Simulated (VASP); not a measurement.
# CdTe (F-43m) in VASP: single point with r2SCAN

Aim: the single point of CdTe with r2SCAN.

Everything below comes from runs of VASP 6.6.1. Logs are shortened: lines on timing, memory, paths and dates and some standing lists are left out, and cuts for length are marked.

## Step 1: The cell of the first run

Symmetry: F-43m, No. 216, cubic system. The conventional cell has a = 6.410 Å, b = 6.410 Å, c = 6.410 Å, α = 90.00°, β = 90.00°, γ = 90.00°. Within 3.7 Å of Cd (site symmetry -43m) lie 4 Te at 2.78 Å. Within 3.7 Å of Te (site symmetry -43m) lie 4 Cd at 2.78 Å.

## Step 2: Single point, r2SCAN

POSCAR reads:

```
CdTe
1.0
    0.0000000000      3.2050000000      3.2050000000
    3.2050000000      0.0000000000      3.2050000000
    3.2050000000      3.2050000000      0.0000000000
Cd Te
1 1
Direct
    0.0000000000      0.0000000000      0.0000000000
    0.7500000000      0.7500000000      0.7500000000
```

INCAR.step1 reads:

```
SYSTEM = CdTe
PREC = Accurate ; ENCUT = 550
ISMEAR = -1 ; SIGMA = 0.02
LREAL = .FALSE. ; LASPH = .TRUE.
NELM = 120 ; NBANDS = 16
GGA = PE ; ALGO = Normal
EDIFF = 1E-5 ; LWAVE = .TRUE.
LCHARG = .FALSE. ; GGA_COMPAT = .FALSE.
```

INCAR.step2 reads:

```
SYSTEM = CdTe
PREC = Accurate ; ENCUT = 550
EDIFF = 1E-6 ; ISMEAR = -1
SIGMA = 0.02 ; LREAL = .FALSE.
LASPH = .TRUE. ; NELM = 120
ALGO = Normal ; ISIF = 2
LWAVE = .FALSE. ; LCHARG = .TRUE.
METAGGA = R2SCAN ; LMIXTAU = .TRUE.
LELF = .TRUE. ; LVHAR = .TRUE.
NBANDS = 16 ; ISTART = 1
GGA_COMPAT = .FALSE.
```

KPOINTS reads:

```
Automatic mesh
0
G
  6 6 6
  0 0 0
```

Potentials or basis: VASP PAW PBE potentials, release 64 (Cd, Te).

Launch:

```console
cat potpaw_PBE.64/Cd/POTCAR potpaw_PBE.64/Te/POTCAR > POTCAR
cp INCAR.step1 INCAR
mpirun -np 1 vasp_std > vasp.out
cp INCAR.step2 INCAR
mpirun -np 1 vasp_std > vasp.out
```

OUTCAR:

```text
SYSTEM = CdTe
   PREC = Accurate
   ENCUT = 550
   EDIFF = 1E-6
   ISMEAR = -1
   LREAL = .FALSE.
   LASPH = .TRUE.
   NELM = 120
   ISIF = 2
   METAGGA = R2SCAN
   ISTART = 1

 ion  position               nearest neighbor table
   1  0.000  0.000  0.000-   2 2.78   2 2.78   2 2.78   2 2.78
   2  0.750  0.750  0.750-   1 2.78   1 2.78   1 2.78   1 2.78

  LATTYP: Found a face centered cubic cell.
 ALAT       =     6.4100000000

  Lattice vectors:

 A1 = (   0.0000000000,   3.2050000000,   3.2050000000)
 A2 = (   3.2050000000,   0.0000000000,   3.2050000000)
 A3 = (   3.2050000000,   3.2050000000,   0.0000000000)

Analysis of symmetry for initial positions (statically):
=====================================================================
 Subroutine PRICEL returns:
 Original cell was already a primitive cell.

 Routine SETGRP: Setting up the symmetry group for a
 face centered cubic supercell.

 Subroutine GETGRP returns: Found 24 space group operations
 (whereof 24 operations were pure point group operations)
 out of a pool of 48 trial point group operations.

The static configuration has the point symmetry T_d .

Analysis of symmetry for dynamics (positions and initial velocities):
=====================================================================
 Subroutine PRICEL returns:
 Original cell was already a primitive cell.

 Routine SETGRP: Setting up the symmetry group for a
 face centered cubic supercell.

 Subroutine GETGRP returns: Found 24 space group operations
 (whereof 24 operations were pure point group operations)
 out of a pool of 48 trial point group operations.

The dynamic configuration has the point symmetry T_d .

 Subroutine INISYM returns: Found 24 space group operations
 (whereof 24 operations are pure point group operations),
 and found     1 'primitive' translations

----------------------------------------------------------------------------------------

                                     Primitive cell

  volume of cell :      65.8437

  direct lattice vectors                    reciprocal lattice vectors
     0.000000000  3.205000000  3.205000000    -0.156006240  0.156006240  0.156006240
     3.205000000  0.000000000  3.205000000     0.156006240 -0.156006240  0.156006240
     3.205000000  3.205000000  0.000000000     0.156006240  0.156006240 -0.156006240

  length of vectors
     4.532554467  4.532554467  4.532554467     0.270210734  0.270210734  0.270210734

  position of ions in fractional coordinates (direct lattice)
     0.000000000  0.000000000  0.000000000
     0.750000000  0.750000000  0.750000000

  ion indices of the primitive-cell ions
   primitive index   ion index
                 1           1
                 2           2

----------------------------------------------------------------------------------------

 KPOINTS: Automatic mesh

Automatic generation of k-mesh.
 Grid dimensions read from file:
 generate k-points for:    6    6    6

 Generating k-lattice:

  Cartesian coordinates                     Fractional coordinates (reciprocal lattice)
    -0.026001040  0.026001040  0.026001040     0.166666667  0.000000000  0.000000000
     0.026001040 -0.026001040  0.026001040     0.000000000  0.166666667  0.000000000
     0.026001040  0.026001040 -0.026001040     0.000000000  0.000000000  0.166666667

  Length of vectors
     0.045035122  0.045035122  0.045035122

  Shift w.r.t. Gamma in fractional coordinates (k-lattice)
     0.000000000  0.000000000  0.000000000

 Subroutine IBZKPT returns following result:
 ===========================================

 Found     16 irreducible k-points:

 Following reciprocal coordinates:
            Coordinates               Weight
  0.000000  0.000000  0.000000      1.000000
  0.166667  0.000000  0.000000      8.000000
  0.333333  0.000000  0.000000      8.000000
  0.500000  0.000000  0.000000      4.000000
  0.166667  0.166667  0.000000      6.000000
  0.333333  0.166667  0.000000     24.000000
[... 8 lines left out ...]
 -0.333333  0.333333  0.166667     24.000000
 -0.333333  0.500000  0.166667     12.000000
   k-points           NKPTS =     16   k-points in BZ     NKDIM =     16   number of bands    NBANDS=     16
   number of dos      NEDOS =    301   number of ions     NIONS =      2
   total plane-waves  NPLWV =  46656
   dimension x,y,z NGX =    36 NGY =   36 NGZ =   36
   dimension x,y,z NGXF=    72 NGYF=   72 NGZF=   72
   ions per type =               1   1
   NGX,Y,Z   is equivalent  to a cutoff of  13.20, 13.20, 13.20 a.u.
   NGXF,Y,Z  is equivalent  to a cutoff of  26.41, 26.41, 26.41 a.u.
 SYSTEM =  CdTe
   PREC   = accura    normal or accurate (medium, high low for compatibility)
   ISTART =      1    job   : 0-new  1-cont  2-samecut
   ICHARG =      0    charge: 1-file 2-atom 10-const
   ISPIN  =      1    spin polarized calculation?
   LNONCOLLINEAR =      F non collinear calculations
   LSORBIT =      F    spin-orbit coupling
   LASPH  =      T    aspherical Exc in radial PAW
   ENCUT  =  550.0 eV  40.42 Ry    6.36 a.u.   8.67  8.67  8.67*2*pi/ulx,y,z
   NELM   =    120;   NELMIN=  2; NELMDL=  0     # of ELM steps
   EDIFF  = 0.1E-05   stopping-criterion for ELM
   LREAL  =      F    real-space projection
   EDIFFG = 0.1E-04   stopping-criterion for IOM
   NSW    =      0    number of steps for IOM
   IBRION =     -1    ionic relax: 0-MD 1-quasi-New 2-CG
   NFREE  =      0    steps in history (QN), initial steepest desc. (CG)
   ISIF   =      2    stress and relaxation
   ISYM   =      2    0-nonsym 1-usesym 2-fastsym
   POTIM  = 0.5000    time-step for ionic-motion
   TEBEG  =    0.0;   TEEND  =   0.0 temperature during run
   PSTRESS=    0.0 pullay stress
   NELECT =      18.0000    total number of electrons
   NUPDOWN=      -1.0000    fix difference up-down
   EMIN   =  10.00;   EMAX   =-10.00  energy-range for DOS
   EFERMI =   0.00;   METHOD = LEGACY
   ISMEAR =    -1;   SIGMA  =   0.02  broadening in eV -4-tet -1-fermi 0-gaus
   EFERMI_NEDOS =   21; number of points for ismear=-14 and -15
   IALGO  =     38    algorithm
   IMIX   =      4    mixing-type and parameters
     AMIX     =   0.40;   BMIX     =  1.00
     AMIX_MAG =   1.60;   BMIX_MAG =  1.00
  volume/ion in A,a.u.               =      32.92       222.17
  Fermi-wavevector in a.u.,A,eV,Ry     =   1.062497  2.007828 15.359610  1.128899
  Thomas-Fermi vector in A             =   2.197950
   LORBIT       =      0    0 simple, 1 ext, 2 COOP (PROOUT), +10 PAW based schemes
   METAGGA = R2SCAN    functional components
   LHFCALC =     F    Hartree Fock is set to
   AEXX    =    0.0000 exact exchange contribution
   IVDW    =     0    specifies the selected vdW correction
   LEPSILON=     F    determine dielectric tensor
   LRPA    =     F    only Hartree local field effects (RPA)
 non-spin polarized calculation
  energy-cutoff  :      550.00
  volume of cell :       65.84
 maximum number of plane-waves:      1964
 NGX is ok and might be reduce to    36
   NGX = 17   NGY = 17   NGZ = 17

 number of electron      17.9999995 magnetization

 Free energy of the ion-electron system (eV)
  ---------------------------------------------------
  ext. energy  EPLUGINS =         0.00000000
  ---------------------------------------------------
  free energy    TOTEN  =       -46.59346133 eV

  energy without entropy =      -46.59346133  energy(sigma->0) =      -46.59346133

 E-fermi :   2.8391     XC(G=0):  -9.2586

 val. band max:        2.4141725251   @ k =   0.0000   0.0000   0.0000
 cond. band min:       3.7963171069   @ k =   0.0000   0.0000   0.0000
 fundamental gap:      1.3821445818
 Fermi energy:         2.8391314142

 k-point     1 :       0.0000    0.0000    0.0000
  band No.  band energies     occupation
      1      -9.3186      2.00000
      2      -6.2700      2.00000
      3      -6.2700      2.00000
      4      -6.2700      2.00000
      5      -5.9575      2.00000
      6      -5.9575      2.00000
[... 8 lines left out ...]
     15      12.2994      0.00000
     16      12.2994      0.00000

 k-point     2 :       0.1667    0.0000    0.0000
  band No.  band energies     occupation
      1      -9.2071      2.00000
      2      -6.2481      2.00000
      3      -6.2481      2.00000
      4      -6.1760      2.00000
      5      -5.9587      2.00000
      6      -5.9587      2.00000
[... 8 lines left out ...]
     15      11.3538      0.00000
     16      11.4009      0.00000

 k-point     3 :       0.3333    0.0000    0.0000
  band No.  band energies     occupation
      1      -8.9847      2.00000
      2      -6.2100      2.00000
      3      -6.2100      2.00000
      4      -5.9543      2.00000
      5      -5.9543      2.00000
      6      -5.8534      2.00000
[... 8 lines left out ...]
     15      11.8322      0.00000
     16      11.8322      0.00000

 k-point     4 :       0.5000    0.0000    0.0000
  band No.  band energies     occupation
      1      -8.8763      2.00000
      2      -6.1948      2.00000
      3      -6.1948      2.00000
      4      -5.9474      2.00000
      5      -5.9474      2.00000
      6      -5.5543      2.00000
[... 8 lines left out ...]
     15      13.3934      0.00000
     16      13.3934      0.00000

 k-point     5 :       0.1667    0.1667    0.0000
  band No.  band energies     occupation
      1      -9.1704      2.00000
      2      -6.2260      2.00000
      3      -6.2260      2.00000
      4      -6.1778      2.00000
      5      -5.9666      2.00000
      6      -5.9486      2.00000
[... 8 lines left out ...]
     15      12.2651      0.00000
     16      12.5509      0.00000

 k-point     6 :       0.3333    0.1667    0.0000
  band No.  band energies     occupation
      1      -8.9863      2.00000
      2      -6.1962      2.00000
      3      -6.1830      2.00000
      4      -6.0214      2.00000
      5      -5.9419      2.00000
      6      -5.8795      2.00000
[... 8 lines left out ...]
     15      12.7450      0.00000
     16      12.7609      0.00000

 k-point     7 :       0.5000    0.1667    0.0000
  band No.  band energies     occupation
      1      -8.8435      2.00000
      2      -6.1776      2.00000
      3      -6.1643      2.00000
      4      -5.9767      2.00000
      5      -5.9439      2.00000
      6      -5.5284      2.00000
[... 8 lines left out ...]
     15      13.1432      0.00000
     16      13.4731      0.00000

 k-point     8 :      -0.3333    0.1667    0.0000
  band No.  band energies     occupation
      1      -8.8786      2.00000
      2      -6.1811      2.00000
      3      -6.1787      2.00000
      4      -5.9614      2.00000
      5      -5.9608      2.00000
      6      -5.6298      2.00000
[... 8 lines left out ...]
     15      12.2187      0.00000
     16      13.4578      0.00000

 k-point     9 :      -0.1667    0.1667    0.0000
  band No.  band energies     occupation
      1      -9.0591      2.00000
      2      -6.2231      2.00000
      3      -6.2056      2.00000
      4      -6.0282      2.00000
      5      -5.9684      2.00000
      6      -5.9328      2.00000
[... 8 lines left out ...]
     15      12.0132      0.00000
     16      12.8493      0.00000

 k-point    10 :       0.3333    0.3333    0.0000
  band No.  band energies     occupation
      1      -8.8797      2.00000
      2      -6.1299      2.00000
      3      -6.1299      2.00000
      4      -6.0677      2.00000
      5      -5.9309      2.00000
      6      -5.7452      2.00000
[... 8 lines left out ...]
     15      13.2412      0.00000
     16      15.1924      0.00000

 k-point    11 :       0.5000    0.3333    0.0000
  band No.  band energies     occupation
      1      -8.7767      2.00000
      2      -6.1268      2.00000
      3      -6.1046      2.00000
      4      -6.0357      2.00000
      5      -5.9321      2.00000
      6      -5.4500      2.00000
[... 8 lines left out ...]
     15      13.7515      0.00000
     16      14.7303      0.00000

 k-point    12 :      -0.3333    0.3333    0.0000
  band No.  band energies     occupation
      1      -8.7772      2.00000
      2      -6.1487      2.00000
      3      -6.1274      2.00000
      4      -5.9895      2.00000
      5      -5.9519      2.00000
      6      -5.3779      2.00000
[... 8 lines left out ...]
     15      11.9578      0.00000
     16      15.3559      0.00000

 k-point    13 :       0.5000    0.5000    0.0000
  band No.  band energies     occupation
      1      -8.7428      2.00000
      2      -6.0819      2.00000
      3      -6.0772      2.00000
      4      -6.0771      2.00000
      5      -5.9220      2.00000
      6      -5.3902      2.00000
[... 8 lines left out ...]
     15      13.8084      0.00000
     16      14.6673      0.00000

 k-point    14 :       0.5000    0.3333    0.1667
  band No.  band energies     occupation
      1      -8.8449      2.00000
      2      -6.1566      2.00000
      3      -6.1482      2.00000
      4      -6.0068      2.00000
      5      -5.9429      2.00000
      6      -5.6020      2.00000
[... 8 lines left out ...]
     15      13.4530      0.00000
     16      14.5944      0.00000

 k-point    15 :      -0.3333    0.3333    0.1667
  band No.  band energies     occupation
      1      -8.7772      2.00000
      2      -6.1460      2.00000
      3      -6.1314      2.00000
      4      -5.9861      2.00000
      5      -5.9543      2.00000
      6      -5.3767      2.00000
[... 8 lines left out ...]
     15      13.6402      0.00000
     16      14.3598      0.00000

 k-point    16 :      -0.3333    0.5000    0.1667
  band No.  band energies     occupation
      1      -8.7442      2.00000
      2      -6.1150      2.00000
      3      -6.1118      2.00000
      4      -6.0145      2.00000
      5      -5.9429      2.00000
      6      -5.3182      2.00000
[... 8 lines left out ...]
     15      14.1937      0.00000
     16      14.5887      0.00000

------------------------ aborting loop because EDIFF is reached ----------------------------------------

  FORCE on cell =-STRESS in cart. coord.  units (eV):
  Direction    XX          YY          ZZ          XY          YZ          ZX
  --------------------------------------------------------------------------------------
  -------------------------------------------------------------------------------------
  Total        1.3865833      1.3865833      1.3865833      0.0000000      0.0000000      0.0000000
  in kB       33.7397956     33.7397956     33.7397956      0.0000000      0.0000000      0.0000000
  external PRESSURE =      33.7397956 kB  Pullay stress =       0.0000000 kB

 VOLUME and BASIS-vectors are now :
 -----------------------------------------------------------------------------
  energy-cutoff  :      550.00
  volume of cell :       65.84
      direct lattice vectors                 reciprocal lattice vectors
     0.000000000  3.205000000  3.205000000    -0.156006240  0.156006240  0.156006240
     3.205000000  0.000000000  3.205000000     0.156006240 -0.156006240  0.156006240
     3.205000000  3.205000000  0.000000000     0.156006240  0.156006240 -0.156006240

 POSITION                                       TOTAL-FORCE (eV/Angst)
 -----------------------------------------------------------------------------------
      0.00000      0.00000      0.00000        -0.000000     -0.000000     -0.000000
      4.80750      4.80750      4.80750         0.000000      0.000000      0.000000
 -----------------------------------------------------------------------------------
    total drift:                               -0.000000     -0.000000     -0.000000

  FREE ENERGIE OF THE ION-ELECTRON SYSTEM (eV)
  ---------------------------------------------------
  free  energy   TOTEN  =       -46.5934613344 eV

  energy  without entropy=      -46.5934613344  energy(sigma->0) =      -46.59346133
```

Wall time 2.1 min (1 thread of AMD EPYC 7R43 (Zen 3), shared host); peak memory 0.18 GiB.

What came out:

| Property | Result |
| --- | --- |
| Free energy | -46.5935 eV |
| Pressure | 3.4 GPa |
| Band gap on the k mesh | 1.38 eV |

Caveat: the cell stands under pressure; the PAW data sets were made with another functional, which shifts forces and pressure a little; spin-orbit coupling is left out, which moves the levels of the heavy elements.
